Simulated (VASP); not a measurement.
# AlFe (Pm-3m) in VASP: single point with PBEsol

Aim: the single point of AlFe with PBEsol.

Program: VASP 6.6.1. These are calculated values, not measurements. Logs are shortened: lines on timing, memory, paths and dates and some standing lists are left out, and cuts for length are marked.

### Step 1. The cell of the first run

Symmetry: Pm-3m, No. 221, cubic system. The conventional cell has a = 2.847 Å, b = 2.847 Å, c = 2.847 Å, α = 90.00°, β = 90.00°, γ = 90.00°. Al (site symmetry m-3m) has 8 Fe at 2.47 Å and 6 Al at 2.85 Å within 3.3 Å. Fe (site symmetry m-3m) has 8 Al at 2.47 Å and 6 Fe at 2.85 Å within 3.3 Å.

### Step 2. Single point, PBEsol, collinear spin, ferromagnetic start

INCAR

```
PREC = Accurate
ENCUT = 520
EDIFF = 1E-7
ISMEAR = -1
SIGMA = 0.1
LREAL = False
LASPH = True
NELM = 150
ALGO = Normal
ISIF = 2
LWAVE = False
LCHARG = True
ISPIN = 2
MAGMOM = 0 3.5
LORBIT = 11
LMAXMIX = 4
GGA = PS
LELF = True
LVHAR = True
NBANDS = 16
```

KPOINTS

```
Automatic mesh
0
Gamma
  16 16 16
```

POSCAR

```
AlFe
1.0
    2.8465393546      0.0000000000      0.0000000000
    0.0000000000      2.8465393546      0.0000000000
    0.0000000000      0.0000000000      2.8465393546
Al Fe
1 1
Direct
    0.0000000000      0.0000000000      0.0000000000
    0.5000000000      0.5000000000      0.5000000000
```

Potentials or basis: VASP PAW PBE potentials, release 64 (Al, Fe).

Run with:

```
$ cat potpaw_PBE.64/Al/POTCAR potpaw_PBE.64/Fe/POTCAR > POTCAR
$ mpirun -np 1 vasp_std > vasp.out
```

OUTCAR:

```text
PREC = Accurate
   ENCUT = 520
   EDIFF = 1E-7
   ISMEAR = -1
   LREAL = False
   LASPH = True
   NELM = 150
   ISIF = 2
   ISPIN = 2
   LORBIT = 11
   GGA = PS

 ion  position               nearest neighbor table
   1  0.000  0.000  0.000-   2 2.47   2 2.47   2 2.47   2 2.47   2 2.47   2 2.47   2 2.47   2 2.47

   2  0.500  0.500  0.500-   1 2.47   1 2.47   1 2.47   1 2.47   1 2.47   1 2.47   1 2.47   1 2.47

  LATTYP: Found a simple cubic cell.
 ALAT       =     2.8465393546

  Lattice vectors:

 A1 = (   2.8465393546,   0.0000000000,   0.0000000000)
 A2 = (   0.0000000000,   2.8465393546,   0.0000000000)
 A3 = (   0.0000000000,   0.0000000000,   2.8465393546)

Analysis of symmetry for initial positions (statically):
=====================================================================
 Subroutine PRICEL returns:
 Original cell was already a primitive cell.

 Routine SETGRP: Setting up the symmetry group for a
 simple cubic supercell.

 Subroutine GETGRP returns: Found 48 space group operations
 (whereof 48 operations were pure point group operations)
 out of a pool of 48 trial point group operations.

The static configuration has the point symmetry O_h .

Analysis of symmetry for dynamics (positions and initial velocities):
=====================================================================
 Subroutine PRICEL returns:
 Original cell was already a primitive cell.

 Routine SETGRP: Setting up the symmetry group for a
 simple cubic supercell.

 Subroutine GETGRP returns: Found 48 space group operations
 (whereof 48 operations were pure point group operations)
 out of a pool of 48 trial point group operations.

The dynamic configuration has the point symmetry O_h .

Analysis of structural, dynamic, and magnetic symmetry:
=====================================================================
 Subroutine PRICEL returns:
 Original cell was already a primitive cell.

 Routine SETGRP: Setting up the symmetry group for a
 simple cubic supercell.

 Subroutine GETGRP returns: Found 48 space group operations
 (whereof 48 operations were pure point group operations)
 out of a pool of 48 trial point group operations.

The overall configuration has the point symmetry O_h .

 Subroutine INISYM returns: Found 48 space group operations
 (whereof 48 operations are pure point group operations),
 and found     1 'primitive' translations

----------------------------------------------------------------------------------------

                                     Primitive cell

  volume of cell :      23.0649

  direct lattice vectors                    reciprocal lattice vectors
     2.846539355  0.000000000  0.000000000     0.351303768  0.000000000  0.000000000
     0.000000000  2.846539355  0.000000000     0.000000000  0.351303768  0.000000000
     0.000000000  0.000000000  2.846539355     0.000000000  0.000000000  0.351303768

  length of vectors
     2.846539355  2.846539355  2.846539355     0.351303768  0.351303768  0.351303768

  position of ions in fractional coordinates (direct lattice)
     0.000000000  0.000000000  0.000000000
     0.500000000  0.500000000  0.500000000

  ion indices of the primitive-cell ions
   primitive index   ion index
                 1           1
                 2           2

----------------------------------------------------------------------------------------

 KPOINTS: Automatic mesh

Automatic generation of k-mesh.
 Grid dimensions read from file:
 generate k-points for:   16   16   16

 Generating k-lattice:

  Cartesian coordinates                     Fractional coordinates (reciprocal lattice)
     0.021956485  0.000000000  0.000000000     0.062500000  0.000000000  0.000000000
     0.000000000  0.021956485  0.000000000     0.000000000  0.062500000  0.000000000
     0.000000000  0.000000000  0.021956485     0.000000000  0.000000000  0.062500000

  Length of vectors
     0.021956485  0.021956485  0.021956485

  Shift w.r.t. Gamma in fractional coordinates (k-lattice)
     0.000000000  0.000000000  0.000000000

 Subroutine IBZKPT returns following result:
 ===========================================

 Found    165 irreducible k-points:

 Following reciprocal coordinates:
            Coordinates               Weight
  0.000000  0.000000  0.000000      1.000000
  0.062500  0.000000  0.000000      6.000000
  0.125000  0.000000  0.000000      6.000000
  0.187500  0.000000  0.000000      6.000000
  0.250000  0.000000  0.000000      6.000000
  0.312500  0.000000  0.000000      6.000000
[... 16 lines left out ...]
  0.437500  0.125000  0.000000     24.000000
  0.500000  0.125000  0.000000     12.000000
 [... further k-points ...]
   k-points           NKPTS =    165   k-points in BZ     NKDIM =    165   number of bands    NBANDS=     16
   number of dos      NEDOS =    301   number of ions     NIONS =      2
   total plane-waves  NPLWV =  13824
   dimension x,y,z NGX =    24 NGY =   24 NGZ =   24
   dimension x,y,z NGXF=    48 NGYF=   48 NGZF=   48
   ions per type =               1   1
   NGX,Y,Z   is equivalent  to a cutoff of  14.02, 14.02, 14.02 a.u.
   NGXF,Y,Z  is equivalent  to a cutoff of  28.03, 28.03, 28.03 a.u.
 SYSTEM =  unknown system
   PREC   = accura    normal or accurate (medium, high low for compatibility)
   ISTART =      0    job   : 0-new  1-cont  2-samecut
   ICHARG =      2    charge: 1-file 2-atom 10-const
   ISPIN  =      2    spin polarized calculation?
   LNONCOLLINEAR =      F non collinear calculations
   LSORBIT =      F    spin-orbit coupling
   LASPH  =      T    aspherical Exc in radial PAW
   ENCUT  =  520.0 eV  38.22 Ry    6.18 a.u.   5.29  5.29  5.29*2*pi/ulx,y,z
   NELM   =    150;   NELMIN=  2; NELMDL= -5     # of ELM steps
   EDIFF  = 0.1E-06   stopping-criterion for ELM
   LREAL  =      F    real-space projection
   EDIFFG = 0.1E-05   stopping-criterion for IOM
   NSW    =      0    number of steps for IOM
   IBRION =     -1    ionic relax: 0-MD 1-quasi-New 2-CG
   NFREE  =      0    steps in history (QN), initial steepest desc. (CG)
   ISIF   =      2    stress and relaxation
   ISYM   =      2    0-nonsym 1-usesym 2-fastsym
   POTIM  = 0.5000    time-step for ionic-motion
   TEBEG  =    0.0;   TEEND  =   0.0 temperature during run
   PSTRESS=    0.0 pullay stress
   NELECT =      11.0000    total number of electrons
   NUPDOWN=      -1.0000    fix difference up-down
   EMIN   =  10.00;   EMAX   =-10.00  energy-range for DOS
   EFERMI =   0.00;   METHOD = LEGACY
   ISMEAR =    -1;   SIGMA  =   0.10  broadening in eV -4-tet -1-fermi 0-gaus
   EFERMI_NEDOS =   21; number of points for ismear=-14 and -15
   IALGO  =     38    algorithm
   IMIX   =      4    mixing-type and parameters
     AMIX     =   0.40;   BMIX     =  1.00
     AMIX_MAG =   1.60;   BMIX_MAG =  1.00
  volume/ion in A,a.u.               =      11.53        77.82
  Fermi-wavevector in a.u.,A,eV,Ry     =   1.279053  2.417060 22.258812  1.635977
  Thomas-Fermi vector in A             =   2.411561
   LORBIT       =     11    0 simple, 1 ext, 2 COOP (PROOUT), +10 PAW based schemes
   GGA     = PS    functional components
   LHFCALC =     F    Hartree Fock is set to
   AEXX    =    0.0000 exact exchange contribution
   IVDW    =     0    specifies the selected vdW correction
   LEPSILON=     F    determine dielectric tensor
   LRPA    =     F    only Hartree local field effects (RPA)
 spin polarized calculation
  energy-cutoff  :      520.00
  volume of cell :       23.06
 maximum number of plane-waves:       638
 NGX is ok and might be reduce to    24
   NGX = 11   NGY = 11   NGZ = 11

 number of electron      11.0000003 magnetization       0.6645117

 Free energy of the ion-electron system (eV)
  ---------------------------------------------------
  ext. energy  EPLUGINS =         0.00000000
  ---------------------------------------------------
  free energy    TOTEN  =       -13.76713225 eV

  energy without entropy =      -13.69530502  energy(sigma->0) =      -13.73121863

 E-fermi :   8.2195     XC(G=0): -12.3987

 val. band max:        8.2172937588   @ k =   0.3750   0.1875   0.1250
 cond. band min:       8.2218228019   @ k =   0.5000   0.3750   0.1250
 fundamental gap:      0.0045290431
 Fermi energy:         8.2194901559

 spin component 1

 k-point     1 :       0.0000    0.0000    0.0000
  band No.  band energies     occupation
      1      -2.3766      1.00000
      2       5.5692      1.00000
      3       5.5693      1.00000
      4       7.8886      0.96472
      5       7.8886      0.96472
      6       7.8886      0.96472
[... 8 lines left out ...]
     15      30.3369      0.00000
     16      32.1855      0.00000
[... 419 lines left out ...]
 k-point    24 :       0.5000    0.1250    0.0000
  band No.  band energies     occupation
      1       2.0749      1.00000
      2       2.3445      1.00000
      3       6.3025      1.00000
      4       6.7858      1.00000
      5       6.9295      1.00000
      6       7.8713      0.97017
[... 8 lines left out ...]
     15      27.9490      0.00000
     16      28.9799      0.00000

 [... further k-points ...]

 spin component 2

 k-point     1 :       0.0000    0.0000    0.0000
  band No.  band energies     occupation
      1      -2.3513      1.00000
      2       5.9415      1.00000
      3       5.9415      1.00000
      4       8.6409      0.01456
      5       8.6409      0.01456
      6       8.6409      0.01456
[... 8 lines left out ...]
     15      30.3928      0.00000
     16      32.1901      0.00000
[... 419 lines left out ...]
 k-point    24 :       0.5000    0.1250    0.0000
  band No.  band energies     occupation
      1       2.0835      1.00000
      2       2.4365      1.00000
      3       6.7344      1.00000
      4       7.3780      0.99978
      5       7.5873      0.99821
      6       8.6209      0.01774
[... 8 lines left out ...]
     15      28.0462      0.00000
     16      28.9881      0.00000

 [... further k-points ...]
[... 5 lines left out ...]
  --------------------------------------------------------------------------------------
  -------------------------------------------------------------------------------------
  Total        0.0273581      0.0273581      0.0273581     -0.0000000      0.0000000     -0.0000000
  in kB        1.9003987      1.9003987      1.9003987     -0.0000000      0.0000000     -0.0000000
  external PRESSURE =       1.9003987 kB  Pullay stress =       0.0000000 kB

 VOLUME and BASIS-vectors are now :
 -----------------------------------------------------------------------------
  energy-cutoff  :      520.00
  volume of cell :       23.06
      direct lattice vectors                 reciprocal lattice vectors
     2.846539355  0.000000000  0.000000000     0.351303768  0.000000000  0.000000000
     0.000000000  2.846539355  0.000000000     0.000000000  0.351303768  0.000000000
     0.000000000  0.000000000  2.846539355     0.000000000  0.000000000  0.351303768

 POSITION                                       TOTAL-FORCE (eV/Angst)
 -----------------------------------------------------------------------------------
      0.00000      0.00000      0.00000         0.000000      0.000000      0.000000
      1.42327      1.42327      1.42327         0.000000      0.000000      0.000000
 -----------------------------------------------------------------------------------
    total drift:                                0.000000     -0.000000     -0.000000

  FREE ENERGIE OF THE ION-ELECTRON SYSTEM (eV)
  ---------------------------------------------------
  free  energy   TOTEN  =       -13.7671322474 eV

  energy  without entropy=      -13.6953050153  energy(sigma->0) =      -13.73121863

 total charge

# of ion       s       p       d       tot
------------------------------------------
    1        0.403   0.449   0.000   0.852
    2        0.446   0.527   6.518   7.491
--------------------------------------------------
tot          0.849   0.977   6.518   8.343

 magnetization (x)

# of ion       s       p       d       tot
------------------------------------------
    1       -0.007  -0.014   0.000  -0.021
    2       -0.000   0.007   0.687   0.694
--------------------------------------------------
tot         -0.007  -0.007   0.687   0.673
```

It took 82 s on 1 thread of Intel Xeon Platinum 8259CL at 2.50GHz (Skylake/Cascade Lake), shared host; peak memory 0.22 GiB.

What came out:

* Free energy: -13.7671 eV
* Pressure: 0.2 GPa
* Net moment: 0.66 μB per cell
* Site moments: Al -0.02; Fe +0.69 μB
* Valence electrons inside the program's atomic spheres: Al 0.85; Fe 7.49

Levels at points of the mesh, in eV from the Fermi level:
Spin up:
```
           k point  band 3  band 4  band 5  band 6  band 7  band 8  band 9  band 10
(0.00, 0.00, 0.00)   -2.65   -0.33   -0.33   -0.33    6.51    6.51    6.51     9.46
(0.50, 0.00, 0.00)   -2.00   -1.32   -1.32   -0.20    0.93    8.76   11.20    11.20
(0.50, 0.50, 0.00)   -2.16   -2.16   -1.09   -1.09    0.46    3.34    4.30    13.18
(0.50, 0.50, 0.50)   -3.72    0.50    0.50    2.96    2.96    2.96    4.56     6.15
```
Spin down:
```
           k point  band 1  band 2  band 3  band 4  band 5  band 6  band 7  band 8  band 9  band 10
(0.00, 0.00, 0.00)  -10.57   -2.28   -2.28    0.42    0.42    0.42    6.55    6.55    6.55     9.56
(0.50, 0.00, 0.00)   -6.30   -6.08   -1.56   -0.67   -0.67    0.56    1.44    8.69   11.29    11.29
(0.50, 0.50, 0.00)   -4.80   -2.35   -2.15   -2.15   -0.40   -0.40    1.00    3.68    4.79    13.14
(0.50, 0.50, 0.50)   -3.34   -3.34   -3.34    1.05    1.05    3.04    3.04    3.04    4.51     6.53
```

Caveat: the PAW data sets were made with another functional, which shifts forces and pressure a little.
